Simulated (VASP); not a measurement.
# Cl (Cmce) in VASP: electric field gradients with PBE

Aim: the electric field gradients of Cl with PBE.

Program: VASP 6.6.1. These are calculated values, not measurements. Logs are shortened: lines on timing, memory, paths and dates and some standing lists are left out, and cuts for length are marked.

## 1. The cell of the first run

Symmetry: Cmce, No. 64, orthorhombic system. The conventional cell has a = 6.240 Å, b = 4.480 Å, c = 8.260 Å, α = 90.00°, β = 90.00°, γ = 90.00°. Within 2.7 Å of Cl (site symmetry m) lie 1 Cl at 2.02 Å.

## 2. Electric field gradients, PBE

INCAR

```
PREC     = Accurate       # precision mode
ENCUT    = 520            # plane-wave cutoff, eV
EDIFF    = 1E-8           # SCF threshold, eV
ISMEAR   = -1             # smearing method
SIGMA    = 0.02           # smearing width, eV
LREAL    = False          # projectors in reciprocal space
LASPH    = True           # aspherical terms in the spheres
NELM     = 60             # most SCF steps
ALGO     = Normal         # electronic algorithm
ISIF     = 2              # what is computed and relaxed
LWAVE    = False          # write WAVECAR
LCHARG   = False          # write CHGCAR
GGA      = PE             # functional
LEFG     = True         
NBANDS   = 22             # bands
```

KPOINTS

```
Automatic mesh
0
Gamma
  7 7 4
```

POSCAR

```
Cl
1.0
    3.1200000000     -2.2400000000      0.0000000000
    3.1200000000      2.2400000000      0.0000000000
    0.0000000000      0.0000000000      8.2600000000
Cl
4
Direct
    0.1300000000      0.8700000000      0.1000000000
    0.6300000000      0.3700000000      0.4000000000
    0.8700000000      0.1300000000      0.9000000000
    0.3700000000      0.6300000000      0.6000000000
```

Potentials or basis: VASP PAW PBE potentials, release 64 (Cl).

Launch:

```console
cat potpaw_PBE.64/Cl/POTCAR > POTCAR
mpirun -np 1 vasp_std > vasp.out
```

OUTCAR:

```text
PREC = Accurate
   ENCUT = 520
   EDIFF = 1E-8
   ISMEAR = -1
   LREAL = False
   LASPH = True
   NELM = 60
   ISIF = 2
   GGA = PE

 ion  position               nearest neighbor table
   1  0.130  0.870  0.100-   3 2.02
   2  0.630  0.370  0.400-   4 2.02
   3  0.870  0.130  0.900-   1 2.02
   4  0.370  0.630  0.600-   2 2.02

  LATTYP: Found a base centered orthorhombic cell.
 ALAT       =     4.4800000000
 B/A-ratio  =     1.3928571429
 C/A-ratio  =     1.8437500000

  Lattice vectors:

 A1 = (  -3.1200000000,  -2.2400000000,   0.0000000000)
 A2 = (   3.1200000000,  -2.2400000000,   0.0000000000)
 A3 = (   0.0000000000,   0.0000000000,   8.2600000000)

Analysis of symmetry for initial positions (statically):
=====================================================================
 Subroutine PRICEL returns:
 Original cell was already a primitive cell.

 Routine SETGRP: Setting up the symmetry group for a
 base centered orthorhombic supercell.

 Subroutine GETGRP returns: Found  8 space group operations
 (whereof  4 operations were pure point group operations)
 out of a pool of  8 trial point group operations.

The static configuration has the point symmetry C_2h.
 The point group associated with its full space group is D_2h.

Analysis of symmetry for dynamics (positions and initial velocities):
=====================================================================
 Subroutine PRICEL returns:
 Original cell was already a primitive cell.

 Routine SETGRP: Setting up the symmetry group for a
 base centered orthorhombic supercell.

 Subroutine GETGRP returns: Found  8 space group operations
 (whereof  4 operations were pure point group operations)
 out of a pool of  8 trial point group operations.

The dynamic configuration has the point symmetry C_2h.
 The point group associated with its full space group is D_2h.

 Subroutine INISYM returns: Found  8 space group operations
 (whereof  4 operations are pure point group operations),
 and found     1 'primitive' translations

----------------------------------------------------------------------------------------

[... 134 lines left out ...]
 number of electron      27.9999998 magnetization

 Free energy of the ion-electron system (eV)
  ---------------------------------------------------
  ext. energy  EPLUGINS =         0.00000000
  ---------------------------------------------------
  free energy    TOTEN  =        -7.30282266 eV

  energy without entropy =       -7.30282266  energy(sigma->0) =       -7.30282266

 E-fermi :  -0.1611     XC(G=0):  -7.7684

 val. band max:       -0.6066293631   @ k =  -0.4286   0.4286   0.0000
 cond. band min:       1.9040538272   @ k =   0.0000   0.0000   0.0000
 fundamental gap:      2.5106831903
 Fermi energy:        -0.1610796730

 k-point     1 :       0.0000    0.0000    0.0000
  band No.  band energies     occupation
      1     -17.1334      2.00000
      2     -16.9314      2.00000
      3     -13.2001      2.00000
      4     -12.6631      2.00000
      5      -5.8578      2.00000
      6      -5.0446      2.00000
[... 589 lines left out ...]
     21       9.9996      0.00000
     22      10.2875      0.00000

 [... further k-points ...]
[... 5 lines left out ...]
  --------------------------------------------------------------------------------------
  -------------------------------------------------------------------------------------
  Total        0.9456787     -0.0273041     -0.5804834      0.0000000      0.0000000      0.0000000
  in kB       13.1232545     -0.3789006     -8.0554116      0.0000000      0.0000000      0.0000000
  external PRESSURE =       1.5629808 kB  Pullay stress =       0.0000000 kB

 VOLUME and BASIS-vectors are now :
 -----------------------------------------------------------------------------
  energy-cutoff  :      520.00
  volume of cell :      115.45
      direct lattice vectors                 reciprocal lattice vectors
     3.120000000 -2.240000000  0.000000000     0.160256410 -0.223214286  0.000000000
     3.120000000  2.240000000  0.000000000     0.160256410  0.223214286  0.000000000
     0.000000000  0.000000000  8.260000000     0.000000000  0.000000000  0.121065375

 POSITION                                       TOTAL-FORCE (eV/Angst)
 -----------------------------------------------------------------------------------
      3.12000      1.65760      0.82600         0.000000      0.213120     -0.137045
      3.12000     -0.58240      3.30400         0.000000      0.213120      0.137045
      3.12000     -1.65760      7.43400         0.000000     -0.213120      0.137045
      3.12000      0.58240      4.95600         0.000000     -0.213120     -0.137045
 -----------------------------------------------------------------------------------
    total drift:                                0.000000     -0.000000      0.000000

  FREE ENERGIE OF THE ION-ELECTRON SYSTEM (eV)
  ---------------------------------------------------
  free  energy   TOTEN  =        -7.3028226633 eV

  energy  without entropy=       -7.3028226633  energy(sigma->0) =       -7.30282266

 Electric field gradients (V/A^2)
---------------------------------------------------------------------
 ion       V_xx      V_yy      V_zz      V_xy      V_xz      V_yz
---------------------------------------------------------------------
   1    -284.321     5.719   278.602     0.000     0.000  -372.313
   2    -284.321     5.719   278.602    -0.000    -0.000   372.313
   3    -284.321     5.719   278.602     0.000     0.000  -372.313
   4    -284.321     5.719   278.602    -0.000    -0.000   372.313
---------------------------------------------------------------------

 Electric field gradients after diagonalization (V/A^2)
 (convention: |V_zz| > |V_xx| > |V_yy|)
----------------------------------------------------------------------
 ion       V_xx      V_yy      V_zz     asymmetry (V_yy - V_xx)/ V_zz
----------------------------------------------------------------------
   1    -284.321  -254.366   538.687       0.056
   2    -284.321  -254.366   538.687       0.056
   3    -284.321  -254.366   538.687       0.056
   4    -284.321  -254.366   538.687       0.056
----------------------------------------------------------------------

           NMR quadrupolar parameters

 Cq : quadrupolar parameter    Cq=e*Q*V_zz/h
 eta: asymmetry parameters     (V_yy - V_xx)/ V_zz
 Q  : nuclear electric quadrupole moment in mb (millibarn)
----------------------------------------------------------------------
 ion       Cq(MHz)       eta       Q (mb)
----------------------------------------------------------------------
   1       1.303       0.056       1.000
   2       1.303       0.056       1.000
   3       1.303       0.056       1.000
   4       1.303       0.056       1.000
----------------------------------------------------------------------
```

OSZICAR:

```text
N       E                     dE             d eps       ncg     rms          rms(c)
DAV:   1     0.180057686649E+03    0.18006E+03   -0.12103E+04  2112   0.108E+03
DAV:   2     0.507056897399E+01   -0.17499E+03   -0.16944E+03  3012   0.200E+02
DAV:   3    -0.761913150005E+01   -0.12690E+02   -0.12640E+02  2710   0.615E+01
DAV:   4    -0.778592929365E+01   -0.16680E+00   -0.16674E+00  2818   0.846E+00
DAV:   5    -0.778869215303E+01   -0.27629E-02   -0.27628E-02  2730   0.107E+00    0.153E+01
DAV:   6    -0.742796924385E+01    0.36072E+00   -0.23908E-01  2646   0.277E+00    0.100E+01
DAV:   7    -0.731447037560E+01    0.11350E+00   -0.53799E-01  2604   0.403E+00    0.825E-01
DAV:   8    -0.730253387692E+01    0.11936E-01   -0.66149E-02  2436   0.153E+00    0.390E-01
DAV:   9    -0.730268682197E+01   -0.15295E-03   -0.16681E-03  2604   0.251E-01    0.776E-02
DAV:  10    -0.730281718581E+01   -0.13036E-03   -0.16087E-04  2864   0.810E-02    0.553E-02
DAV:  11    -0.730282143555E+01   -0.42497E-05   -0.43257E-05  2610   0.378E-02    0.145E-02
DAV:  12    -0.730282188274E+01   -0.44719E-06   -0.42758E-06  2598   0.134E-02    0.548E-03
DAV:  13    -0.730282264485E+01   -0.76211E-06   -0.98798E-07  2894   0.617E-03    0.228E-03
DAV:  14    -0.730282265523E+01   -0.10384E-07   -0.12642E-07  2956   0.212E-03    0.669E-04
DAV:  15    -0.730282267087E+01   -0.15637E-07   -0.25201E-08  2444   0.955E-04    0.321E-04
DAV:  16    -0.730282266335E+01    0.75188E-08   -0.27738E-09  1764   0.336E-04
   1 F= -.73028227E+01 E0= -.73028227E+01  d E =-.253470E-10
```

Wall time 55 s (1 thread of Intel Xeon 6975P-C (Granite Rapids), shared host); peak memory 0.25 GiB.

What came out:

```yaml
Free_energy: -7.3028 eV
Pressure: 0.2 GPa
Largest_force: 0.253 eV/Å
Band_gap_on_the_k_mesh: 2.51 eV, indirect (least direct gap 2.53 eV)
```

Forces on the atoms (eV/Å):
```
Cl   0.000  0.213 -0.137
Cl   0.000  0.213  0.137
Cl   0.000 -0.213  0.137
Cl   0.000 -0.213 -0.137
```

Electric field gradients, principal values (V/Å²):
```
atom     least    middle  greatest (by size)
1 Cl  -254.366  -284.321             538.687
2 Cl  -254.366  -284.321             538.687
3 Cl  -254.366  -284.321             538.687
4 Cl  -254.366  -284.321             538.687
```

Caveat: without QUAD_EFG the Cq values of the log hold for a quadrupole moment of 1 mb, not for the nuclei.
